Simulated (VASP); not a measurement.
Write the native input for VASP 6.6.1 that does the following.

```yaml
Task: single point
Functional: PBEsol
Potentials_or_basis: VASP PAW PBE potentials, release 64 (Al, Ni)
Cutoff: 520 eV
k_mesh: 15 × 15 × 5
Occupations: gaussian, width 0.15 eV
Spin: no spin polarisation
Dipole_correction: no
Further_INCAR_settings: ALGO = Fast; EDIFF = 1e-06; NBANDS = 28
```

The structure of AlNi lies in POSCAR:

```
AlNi
1.0
    0.0000000000     -2.8618233747      0.0000000000
    0.0000000000      0.0000000000     -2.8618233747
    8.8854701242     -1.1924264061     -1.1924264061
Al Ni
3 3
Direct
    0.9664501037     -0.0335498963      0.0805197512
    0.8322505183     -0.1677494817      0.4025987560
    0.6980509330     -0.3019490670      0.7246777608
    0.1309511403      0.1309511403      0.8857172632
    0.3993503110      0.3993503110      0.2415592536
    0.2651507257      0.2651507257      0.5636382584
```

This cell differs from its parent crystal: the part above a cut slid along it.

One way to write it, as run:

INCAR

```
SYSTEM = AlNi
PREC = Accurate
ENCUT = 520
EDIFF = 1E-6
ISMEAR = 0
SIGMA = 0.15
LREAL = .FALSE.
LASPH = .TRUE.
NELM = 100
ALGO = Fast
ISIF = 2
LWAVE = .FALSE.
LCHARG = .TRUE.
GGA = PS
LELF = .TRUE.
LVHAR = .TRUE.
NBANDS = 28
```

KPOINTS

```
regular mesh
0
G
  15 15 5
  0 0 0
```

Potentials or basis: VASP PAW PBE potentials, release 64 (Al, Ni).

Run with:

```sh
$ cat potpaw_PBE.64/Al/POTCAR potpaw_PBE.64/Ni/POTCAR > POTCAR
$ mpirun -np 1 vasp_std > vasp.out
```

It gave:

The pressure is 11.7 GPa. The largest force is 10.914 eV/Å and the band gap on the k mesh is zero (an odd number of electrons rules out a gap without spin polarisation).

Caveat: the cell differs from its parent crystal (the part above a cut slid along it); the stress differs along the axes, from -3 to 41 GPa; the PAW data sets were made with another functional, which shifts forces and pressure a little.

Run time: 18 min on 1 thread of Intel Xeon 8259CL, on a shared host, peak memory 0.55 GiB.
